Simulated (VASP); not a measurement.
# NaI in VASP: notebook, part 2 of 3

VASP 6.6.1. Earlier steps stand in the parts before.

### 3 Single point, PBE

This run uses another cell than the first one, of 38.48 Å³/atom.

Input file INCAR:

```
PREC = Accurate
ENCUT = 500
EDIFF = 1E-6
ISMEAR = 0
SIGMA = 0.05
LREAL = F
LASPH = T
NELM = 120
ALGO = Normal
ISIF = 2
LWAVE = F
LCHARG = F
GGA = PE
NBANDS = 22
GGA_COMPAT = F
```

Input file KPOINTS:

```
Automatic mesh
0
Gamma
  6 8 4
```

Input file POSCAR:

```
NaI
1.0
    4.6222093067      0.0000000000      0.0000000000
    0.0000000000      4.2697016003      0.0000000000
    0.0000000000      0.0000000000      7.7983840000
Na I
2 2
Direct
    0.2500000000      0.5000000000      0.2750310000
    0.7500000000      0.5000000000      0.7249690000
    0.2500000000      0.0000000000      0.7424270000
    0.7500000000      0.0000000000      0.2575730000
```

Potentials or basis: VASP PAW PBE potentials, release 64 (Na_pv, I).

Launch:

```sh
cat potpaw_PBE.64/Na_pv/POTCAR potpaw_PBE.64/I/POTCAR > POTCAR
mpirun -np 1 vasp_std > vasp.out
```

OUTCAR:

```text
PREC = Accurate
   ENCUT = 500
   EDIFF = 1E-6
   ISMEAR = 0
   LREAL = F
   LASPH = T
   NELM = 120
   ISIF = 2
   GGA = PE

 ion  position               nearest neighbor table
   1  0.250  0.500  0.275-   4 3.15   4 3.15   4 3.15   4 3.15
   2  0.750  0.500  0.725-   3 3.15   3 3.15   3 3.15   3 3.15
   3  0.250  0.000  0.742-   2 3.15   2 3.15   2 3.15   2 3.15
   4  0.750  0.000  0.258-   1 3.15   1 3.15   1 3.15   1 3.15

  LATTYP: Found a simple orthorhombic cell.
 ALAT       =     4.2697016003
 B/A-ratio  =     1.0825602675
 C/A-ratio  =     1.8264470752

  Lattice vectors:

 A1 = (   0.0000000000,  -4.2697016003,   0.0000000000)
 A2 = (   4.6222093067,   0.0000000000,   0.0000000000)
 A3 = (   0.0000000000,   0.0000000000,   7.7983840000)

Analysis of symmetry for initial positions (statically):
=====================================================================
 Subroutine PRICEL returns:
 Original cell was already a primitive cell.

 Routine SETGRP: Setting up the symmetry group for a
 simple orthorhombic supercell.

 Subroutine GETGRP returns: Found  8 space group operations
 (whereof  4 operations were pure point group operations)
 out of a pool of  8 trial point group operations.

The static configuration has the point symmetry C_2h.
 The point group associated with its full space group is D_2h.

Analysis of symmetry for dynamics (positions and initial velocities):
=====================================================================
 Subroutine PRICEL returns:
 Original cell was already a primitive cell.

 Routine SETGRP: Setting up the symmetry group for a
 simple orthorhombic supercell.

 Subroutine GETGRP returns: Found  8 space group operations
 (whereof  4 operations were pure point group operations)
 out of a pool of  8 trial point group operations.

The dynamic configuration has the point symmetry C_2h.
 The point group associated with its full space group is D_2h.

 Subroutine INISYM returns: Found  8 space group operations
 (whereof  4 operations are pure point group operations),
 and found     1 'primitive' translations

----------------------------------------------------------------------------------------

                                     Primitive cell

  volume of cell :     153.9047

  direct lattice vectors                    reciprocal lattice vectors
     4.622209307  0.000000000  0.000000000     0.216346758  0.000000000  0.000000000
     0.000000000  4.269701600  0.000000000     0.000000000  0.234208405  0.000000000
     0.000000000  0.000000000  7.798384000     0.000000000  0.000000000  0.128231695

  length of vectors
     4.622209307  4.269701600  7.798384000     0.216346758  0.234208405  0.128231695

  position of ions in fractional coordinates (direct lattice)
     0.250000000  0.500000000  0.275031000
     0.750000000  0.500000000  0.724969000
     0.250000000  0.000000000  0.742427000
     0.750000000  0.000000000  0.257573000

  ion indices of the primitive-cell ions
   primitive index   ion index
[... 22 lines left out ...]

  Shift w.r.t. Gamma in fractional coordinates (k-lattice)
     0.000000000  0.000000000  0.000000000

 Subroutine IBZKPT returns following result:
 ===========================================

 Found     60 irreducible k-points:

 Following reciprocal coordinates:
            Coordinates               Weight
  0.000000  0.000000  0.000000      1.000000
  0.166667  0.000000  0.000000      2.000000
  0.333333  0.000000  0.000000      2.000000
  0.500000  0.000000  0.000000      1.000000
  0.000000  0.125000  0.000000      2.000000
  0.166667  0.125000  0.000000      4.000000
[... 16 lines left out ...]
  0.333333  0.000000  0.250000      4.000000
  0.500000  0.000000  0.250000      2.000000
 [... further k-points ...]
   k-points           NKPTS =     60   k-points in BZ     NKDIM =     60   number of bands    NBANDS=     22
   number of dos      NEDOS =    301   number of ions     NIONS =      4
   total plane-waves  NPLWV =  69120
   dimension x,y,z NGX =    36 NGY =   32 NGZ =   60
   dimension x,y,z NGXF=    72 NGYF=   64 NGZF=  120
   ions per type =               2   2
   NGX,Y,Z   is equivalent  to a cutoff of  12.95, 12.46, 12.79 a.u.
   NGXF,Y,Z  is equivalent  to a cutoff of  25.90, 24.92, 25.58 a.u.
 SYSTEM =  unknown system
   PREC   = accura    normal or accurate (medium, high low for compatibility)
   ISTART =      0    job   : 0-new  1-cont  2-samecut
   ICHARG =      2    charge: 1-file 2-atom 10-const
   ISPIN  =      1    spin polarized calculation?
   LNONCOLLINEAR =      F non collinear calculations
   LSORBIT =      F    spin-orbit coupling
   LASPH  =      T    aspherical Exc in radial PAW
   ENCUT  =  500.0 eV  36.75 Ry    6.06 a.u.   8.43  7.78 14.22*2*pi/ulx,y,z
   NELM   =    120;   NELMIN=  2; NELMDL= -5     # of ELM steps
   EDIFF  = 0.1E-05   stopping-criterion for ELM
   LREAL  =      F    real-space projection
   EDIFFG = 0.1E-04   stopping-criterion for IOM
   NSW    =      0    number of steps for IOM
   IBRION =     -1    ionic relax: 0-MD 1-quasi-New 2-CG
   NFREE  =      0    steps in history (QN), initial steepest desc. (CG)
   ISIF   =      2    stress and relaxation
   ISYM   =      2    0-nonsym 1-usesym 2-fastsym
   POTIM  = 0.5000    time-step for ionic-motion
   TEBEG  =    0.0;   TEEND  =   0.0 temperature during run
   PSTRESS=    0.0 pullay stress
   NELECT =      28.0000    total number of electrons
   NUPDOWN=      -1.0000    fix difference up-down
   EMIN   =  10.00;   EMAX   =-10.00  energy-range for DOS
   EFERMI =   0.00;   METHOD = LEGACY
   ISMEAR =     0;   SIGMA  =   0.05  broadening in eV -4-tet -1-fermi 0-gaus
   EFERMI_NEDOS =   21; number of points for ismear=-14 and -15
   IALGO  =     38    algorithm
   IMIX   =      4    mixing-type and parameters
     AMIX     =   0.40;   BMIX     =  1.00
     AMIX_MAG =   1.60;   BMIX_MAG =  1.00
  volume/ion in A,a.u.               =      38.48       259.65
  Fermi-wavevector in a.u.,A,eV,Ry     =   0.927635  1.752975 11.707893  0.860506
  Thomas-Fermi vector in A             =   2.053725
   LORBIT       =      0    0 simple, 1 ext, 2 COOP (PROOUT), +10 PAW based schemes
   GGA     = PE    functional components
   LHFCALC =     F    Hartree Fock is set to
   AEXX    =    0.0000 exact exchange contribution
   IVDW    =     0    specifies the selected vdW correction
   LEPSILON=     F    determine dielectric tensor
   LRPA    =     F    only Hartree local field effects (RPA)
 non-spin polarized calculation
 Gauss-broadening in eV      SIGMA  =   0.05
  energy-cutoff  :      500.00
  volume of cell :      153.90
 maximum number of plane-waves:      3939
 NGX is ok and might be reduce to    36
   NGX = 17   NGY = 15   NGZ = 29

 number of electron      28.0000009 magnetization

 Free energy of the ion-electron system (eV)
  ---------------------------------------------------
  ext. energy  EPLUGINS =         0.00000000
  ---------------------------------------------------
  free energy    TOTEN  =       -10.30186242 eV

  energy without entropy =      -10.30186242  energy(sigma->0) =      -10.30186242

 E-fermi :   0.7979     XC(G=0):  -7.1306

 val. band max:        0.5503536662   @ k =   0.0000   0.5000   0.0000
 cond. band min:       3.2969236736   @ k =   0.0000   0.0000   0.0000
 fundamental gap:      2.7465700074
 Fermi energy:         0.7979222174

 k-point     1 :       0.0000    0.0000    0.0000
  band No.  band energies     occupation
      1     -22.6838      2.00000
      2     -22.6802      2.00000
      3     -22.6339      2.00000
      4     -22.6334      2.00000
      5     -22.6330      2.00000
      6     -22.6327      2.00000
[... 589 lines left out ...]
     21       8.6541      0.00000
     22       8.6541      0.00000

 [... further k-points ...]

------------------------ aborting loop because EDIFF is reached ----------------------------------------

  FORCE on cell =-STRESS in cart. coord.  units (eV):
  Direction    XX          YY          ZZ          XY          YZ          ZX
  --------------------------------------------------------------------------------------
  -------------------------------------------------------------------------------------
  Total        0.1424230      0.0980163      0.1958332      0.0000000      0.0000000     -0.0000000
  in kB        1.4826511      1.0203684      2.0386614      0.0000000      0.0000000     -0.0000000
  external PRESSURE =       1.5138937 kB  Pullay stress =       0.0000000 kB

 VOLUME and BASIS-vectors are now :
 -----------------------------------------------------------------------------
  energy-cutoff  :      500.00
  volume of cell :      153.90
      direct lattice vectors                 reciprocal lattice vectors
     4.622209307  0.000000000  0.000000000     0.216346758  0.000000000  0.000000000
     0.000000000  4.269701600  0.000000000     0.000000000  0.234208405  0.000000000
     0.000000000  0.000000000  7.798384000     0.000000000  0.000000000  0.128231695

 POSITION                                       TOTAL-FORCE (eV/Angst)
 -----------------------------------------------------------------------------------
      1.15555      2.13485      2.14480         0.000000      0.000000     -0.029114
      3.46666      2.13485      5.65359        -0.000000     -0.000000      0.029114
      1.15555      0.00000      5.78973        -0.000000     -0.000000     -0.001698
      3.46666      0.00000      2.00865        -0.000000     -0.000000      0.001698
 -----------------------------------------------------------------------------------
    total drift:                                0.000000      0.000000      0.000000

  FREE ENERGIE OF THE ION-ELECTRON SYSTEM (eV)
  ---------------------------------------------------
  free  energy   TOTEN  =       -10.3018624153 eV

  energy  without entropy=      -10.3018624153  energy(sigma->0) =      -10.30186242
```

stdout:

```text
POSCAR found type information on POSCAR NaI
 POSCAR found :  2 types and       4 ions
 scaLAPACK will be used
 LDA part: xc-table for (Slater+PW92), standard interpolation
 POSCAR, INCAR and KPOINTS ok, starting setup
 FFT: planning ... GRIDC
 FFT: planning ... GRID_SOFT
 FFT: planning ... GRID
 WAVECAR not read
 entering main loop
```

Run time: 4.1 min. Hardware: 1 thread of Oxide Virtual Turin-like, shared host; peak memory 0.3 GiB.

What came out:

- Free energy: -10.3019 eV
- Pressure: 0.2 GPa
- Largest force: 0.029 eV/Å
- Band gap on the k mesh: 2.75 eV (least direct gap 2.97 eV)

Forces in eV/Å, atoms in the order of the input:
```
Na   0.000  0.000 -0.029
Na   0.000  0.000  0.029
I    0.000  0.000 -0.002
I    0.000  0.000  0.002
```

Levels at points of the mesh, in eV from the valence-band top:
| k point | band 10 | band 11 | band 12 | band 13 | band 14 | band 15 | band 16 | band 17 | band 18 | band 19 |
| --- | --- | --- | --- | --- | --- | --- | --- | --- | --- | --- |
| (0.00, 0.00, 0.00) | -1.10 | -0.70 | -0.58 | -0.32 | -0.22 | 2.75 | 4.17 | 5.91 | 6.28 | 6.74 |
| (0.50, 0.00, 0.00) | -2.24 | -1.08 | -1.08 | -0.37 | -0.37 | 5.23 | 5.23 | 6.06 | 6.06 | 7.14 |
| (0.00, 0.50, 0.00) | -2.06 | -1.56 | -0.88 | -0.52 | 0.00 | 3.85 | 5.14 | 5.50 | 6.12 | 6.74 |
| (0.50, 0.50, 0.00) | -2.02 | -1.75 | -1.75 | -0.72 | -0.72 | 4.07 | 4.07 | 5.48 | 5.48 | 7.56 |
| (0.00, 0.00, 0.50) | -1.14 | -0.96 | -0.86 | -0.49 | -0.42 | 3.73 | 3.94 | 5.68 | 5.74 | 7.14 |
| (0.50, 0.00, 0.50) | -2.42 | -0.72 | -0.72 | -0.37 | -0.37 | 4.48 | 4.48 | 6.39 | 6.39 | 6.86 |
| (0.00, 0.50, 0.50) | -2.28 | -1.00 | -0.76 | -0.75 | -0.66 | 4.61 | 4.98 | 5.77 | 5.84 | 7.06 |
| (0.50, 0.50, 0.50) | -2.02 | -1.91 | -1.91 | -0.44 | -0.44 | 3.67 | 3.67 | 6.22 | 6.22 | 7.15 |

Caveat: spin-orbit coupling is left out, which moves the levels of the heavy elements.

(Continued in part 3 of 3.)
